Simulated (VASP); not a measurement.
# K2AgMoBr6 (Fm-3m) in VASP: single point with LDA

Aim: the single point of K2AgMoBr6 with LDA.

Everything below comes from runs of VASP 6.6.1. Logs are shortened: lines on timing, memory, paths and dates and some standing lists are left out, and cuts for length are marked.

## Step 1: The cell of the first run

It takes space group Fm-3m (No. 225, cubic). The conventional cell has a = 10.903 Å, b = 10.903 Å, c = 10.903 Å, α = 90.00°, β = 90.00°, γ = 90.00°. Within 5.1 Å of K (site symmetry -43m) lie 12 Br at 3.86 Å and 4 Mo at 4.72 Å and 4 Ag at 4.72 Å. Ag (site symmetry m-3m) has 6 Br at 2.83 Å within 3.7 Å. Mo (site symmetry m-3m) has 6 Br at 2.62 Å within 3.5 Å. Within 3.5 Å of Br (site symmetry 4mm) lie 1 Mo at 2.62 Å and 1 Ag at 2.83 Å.

## Step 2: Single point, LDA

File INCAR:

```
ALGO = Normal ; EDIFF = 1E-6
ENCUT = 520 ; GGA = CA
ISIF = 2 ; ISMEAR = 1
LASPH = T ; LCHARG = F
LREAL = F ; LWAVE = F
NBANDS = 54 ; NELM = 100
PREC = Accurate ; SIGMA = 0.1
```

File KPOINTS:

```
k-points
0
Gamma
  4 4 4
```

File POSCAR:

```
K2AgMoBr6
1.0
    0.0000000000      5.4514480000      5.4514480000
    5.4514480000      0.0000000000      5.4514480000
    5.4514480000      5.4514480000      0.0000000000
K Ag Mo Br
2 1 1 6
Direct
    0.7500000000      0.7500000000      0.7500000000
    0.2500000000      0.2500000000      0.2500000000
    0.5000000000      0.5000000000      0.5000000000
    0.0000000000      0.0000000000      0.0000000000
    0.7599359996      0.2400640004      0.2400640004
    0.2400640004      0.2400640004      0.7599359996
    0.2400640004      0.7599359996      0.7599359996
    0.2400640004      0.7599359996      0.2400640004
    0.7599359996      0.2400640004      0.7599359996
    0.7599359996      0.7599359996      0.2400640004
```

Potentials or basis: VASP PAW LDA potentials, release 64 (K_sv, Ag, Mo_sv, Br).

The run is started by

```sh
$ cat potpaw_LDA.64/K_sv/POTCAR potpaw_LDA.64/Ag/POTCAR potpaw_LDA.64/Mo_sv/POTCAR potpaw_LDA.64/Br/POTCAR > POTCAR
$ mpirun -np 1 vasp_std > vasp.out
```

OUTCAR:

```text
EDIFF = 1E-6
   ENCUT = 520
   GGA = CA
   ISIF = 2
   ISMEAR = 1
   LASPH = T
   LREAL = F
   NELM = 100
   PREC = Accurate

 ion  position               nearest neighbor table
   1  0.750  0.750  0.750-
   2  0.250  0.250  0.250-
   3  0.500  0.500  0.500-   5 2.83   6 2.83   7 2.83   8 2.83   9 2.83  10 2.83
   4  0.000  0.000  0.000-   5 2.62   6 2.62   7 2.62   8 2.62   9 2.62  10 2.62
   5  0.760  0.240  0.240-   4 2.62   3 2.83
   6  0.240  0.240  0.760-   4 2.62   3 2.83
   7  0.240  0.760  0.760-   4 2.62   3 2.83
   8  0.240  0.760  0.240-   4 2.62   3 2.83
   9  0.760  0.240  0.760-   4 2.62   3 2.83
  10  0.760  0.760  0.240-   4 2.62   3 2.83

  LATTYP: Found a face centered cubic cell.
 ALAT       =    10.9028960000

  Lattice vectors:

 A1 = (   0.0000000000,   5.4514480000,   5.4514480000)
 A2 = (   5.4514480000,   0.0000000000,   5.4514480000)
 A3 = (   5.4514480000,   5.4514480000,   0.0000000000)

Analysis of symmetry for initial positions (statically):
=====================================================================
 Subroutine PRICEL returns:
 Original cell was already a primitive cell.

 Routine SETGRP: Setting up the symmetry group for a
 face centered cubic supercell.

 Subroutine GETGRP returns: Found 48 space group operations
 (whereof 48 operations were pure point group operations)
 out of a pool of 48 trial point group operations.

The static configuration has the point symmetry O_h .

Analysis of symmetry for dynamics (positions and initial velocities):
=====================================================================
 Subroutine PRICEL returns:
 Original cell was already a primitive cell.

 Routine SETGRP: Setting up the symmetry group for a
 face centered cubic supercell.

 Subroutine GETGRP returns: Found 48 space group operations
 (whereof 48 operations were pure point group operations)
 out of a pool of 48 trial point group operations.

The dynamic configuration has the point symmetry O_h .

 Subroutine INISYM returns: Found 48 space group operations
 (whereof 48 operations are pure point group operations),
 and found     1 'primitive' translations

----------------------------------------------------------------------------------------

[... 96 lines left out ...]
   NFREE  =      0    steps in history (QN), initial steepest desc. (CG)
   ISIF   =      2    stress and relaxation
   ISYM   =      2    0-nonsym 1-usesym 2-fastsym
   POTIM  = 0.5000    time-step for ionic-motion
   TEBEG  =    0.0;   TEEND  =   0.0 temperature during run
   PSTRESS=    0.0 pullay stress
   NELECT =      85.0000    total number of electrons
   NUPDOWN=      -1.0000    fix difference up-down
   EMIN   =  10.00;   EMAX   =-10.00  energy-range for DOS
   EFERMI =   0.00;   METHOD = LEGACY
   ISMEAR =     1;   SIGMA  =   0.10  broadening in eV -4-tet -1-fermi 0-gaus
   EFERMI_NEDOS =   21; number of points for ismear=-14 and -15
   IALGO  =     38    algorithm
   IMIX   =      4    mixing-type and parameters
     AMIX     =   0.40;   BMIX     =  1.00
     AMIX_MAG =   1.60;   BMIX_MAG =  1.00
  volume/ion in A,a.u.               =      32.40       218.66
  Fermi-wavevector in a.u.,A,eV,Ry     =   1.047995  1.980424 14.943194  1.098294
  Thomas-Fermi vector in A             =   2.182898
   LORBIT       =      0    0 simple, 1 ext, 2 COOP (PROOUT), +10 PAW based schemes
   GGA     = CA    functional components
   LHFCALC =     F    Hartree Fock is set to
   AEXX    =    0.0000 exact exchange contribution
   IVDW    =     0    specifies the selected vdW correction
   LEPSILON=     F    determine dielectric tensor
   LRPA    =     F    only Hartree local field effects (RPA)
 non-spin polarized calculation
 Methfessel and Paxton  Order N= 1 SIGMA  =   0.10
  energy-cutoff  :      520.00
  volume of cell :      324.02
 maximum number of plane-waves:      8754
 NGX is ok and might be reduce to    60
   NGX = 29   NGY = 29   NGZ = 29

 number of electron      84.9999996 magnetization

 Free energy of the ion-electron system (eV)
  ---------------------------------------------------
  ext. energy  EPLUGINS =         0.00000000
  ---------------------------------------------------
  free energy    TOTEN  =       -38.56171875 eV

  energy without entropy =      -38.55305733  energy(sigma->0) =      -38.55883161

 E-fermi :   1.8569     XC(G=0):  -8.4986

 val. band max:        1.8520869273   @ k =   0.5000   0.0000   0.0000
 cond. band min:       1.8668303337   @ k =  -0.2500   0.5000   0.2500
 fundamental gap:      0.0147434063
 Fermi energy:         1.8569209719

 k-point     1 :       0.0000    0.0000    0.0000
  band No.  band energies     occupation
      1     -59.3211      2.00000
      2     -33.5873      2.00000
      3     -33.5873      2.00000
      4     -33.5873      2.00000
      5     -28.5898      2.00000
      6     -28.5893      2.00000
[... 445 lines left out ...]
     53       7.3195      0.00000
     54       7.4107      0.00000

------------------------ aborting loop because EDIFF is reached ----------------------------------------

  FORCE on cell =-STRESS in cart. coord.  units (eV):
  Direction    XX          YY          ZZ          XY          YZ          ZX
  --------------------------------------------------------------------------------------
  -------------------------------------------------------------------------------------
  Total       -8.4651720     -8.4651720     -8.4651720     -0.0000000      0.0000000     -0.0000000
  in kB      -41.8582196    -41.8582196    -41.8582196     -0.0000000      0.0000000     -0.0000000
  external PRESSURE =     -41.8582196 kB  Pullay stress =       0.0000000 kB

 VOLUME and BASIS-vectors are now :
 -----------------------------------------------------------------------------
  energy-cutoff  :      520.00
  volume of cell :      324.02
      direct lattice vectors                 reciprocal lattice vectors
     0.000000000  5.451448000  5.451448000    -0.091718751  0.091718751  0.091718751
     5.451448000  0.000000000  5.451448000     0.091718751 -0.091718751  0.091718751
     5.451448000  5.451448000  0.000000000     0.091718751  0.091718751 -0.091718751

 POSITION                                       TOTAL-FORCE (eV/Angst)
 -----------------------------------------------------------------------------------
      8.17717      8.17717      8.17717         0.000000      0.000000     -0.000000
      2.72572      2.72572      2.72572         0.000000      0.000000     -0.000000
      5.45145      5.45145      5.45145         0.000000      0.000000     -0.000000
      0.00000      0.00000      0.00000         0.000000      0.000000     -0.000000
      2.61739      5.45145      5.45145        -0.311009      0.000000     -0.000000
      5.45145      5.45145      2.61739         0.000000      0.000000     -0.311009
      8.28550      5.45145      5.45145         0.311009      0.000000     -0.000000
      5.45145      2.61739      5.45145         0.000000     -0.311009     -0.000000
      5.45145      8.28550      5.45145         0.000000      0.311009     -0.000000
      5.45145      5.45145      8.28550         0.000000      0.000000      0.311009
 -----------------------------------------------------------------------------------
    total drift:                                0.000000      0.000000     -0.000000

  FREE ENERGIE OF THE ION-ELECTRON SYSTEM (eV)
  ---------------------------------------------------
  free  energy   TOTEN  =       -38.5617187474 eV

  energy  without entropy=      -38.5530573297  energy(sigma->0) =      -38.55883161
```

OSZICAR:

```text
N       E                     dE             d eps       ncg     rms          rms(c)
DAV:   1     0.673357618663E+03    0.67336E+03   -0.37717E+04   864   0.138E+03
DAV:   2     0.188263266736E+02   -0.65453E+03   -0.63731E+03  1040   0.347E+02
DAV:   3    -0.385503905630E+02   -0.57377E+02   -0.56747E+02  1176   0.962E+01
DAV:   4    -0.400626611893E+02   -0.15123E+01   -0.15020E+01  1064   0.174E+01
DAV:   5    -0.401492698821E+02   -0.86609E-01   -0.86571E-01  1388   0.295E+00    0.135E+01
DAV:   6    -0.387976775713E+02    0.13516E+01   -0.61065E+00   950   0.114E+01    0.649E+00
DAV:   7    -0.386242422098E+02    0.17344E+00   -0.12014E+00   930   0.577E+00    0.464E+00
DAV:   8    -0.385670432510E+02    0.57199E-01   -0.18669E-01  1018   0.205E+00    0.137E+00
DAV:   9    -0.385627022261E+02    0.43410E-02   -0.17478E-02  1296   0.640E-01    0.261E-01
DAV:  10    -0.385617739659E+02    0.92826E-03   -0.35826E-03  1004   0.304E-01    0.119E-01
DAV:  11    -0.385617541104E+02    0.19855E-04   -0.73751E-04  1144   0.106E-01    0.484E-02
DAV:  12    -0.385617221520E+02    0.31958E-04   -0.15321E-04  1042   0.403E-02    0.191E-02
DAV:  13    -0.385617191706E+02    0.29814E-05   -0.39450E-05  1210   0.275E-02    0.758E-03
DAV:  14    -0.385617187474E+02    0.42323E-06   -0.59075E-06  1034   0.100E-02
   1 F= -.38561719E+02 E0= -.38558832E+02  d E =-.866142E-02
```

Run time: 3.4 min. Hardware: 1 thread of Intel Xeon Platinum 8488C (Sapphire Rapids), shared host; peak memory 0.46 GiB.

What came out:

```yaml
Free_energy: -38.5617 eV
Pressure: -4.2 GPa
Largest_force: 0.311 eV/Å
```

Forces in eV/Å, atoms in the order of the input:
```
K    0.000  0.000  0.000
K    0.000  0.000  0.000
Ag   0.000  0.000  0.000
Mo   0.000  0.000  0.000
Br  -0.311  0.000  0.000
Br   0.000  0.000 -0.311
Br   0.311  0.000  0.000
Br   0.000 -0.311  0.000
Br   0.000  0.311  0.000
Br   0.000  0.000  0.311
```

Caveat: an odd number of electrons without spin polarisation forces a metal; a magnetic or distorted state may lie lower.
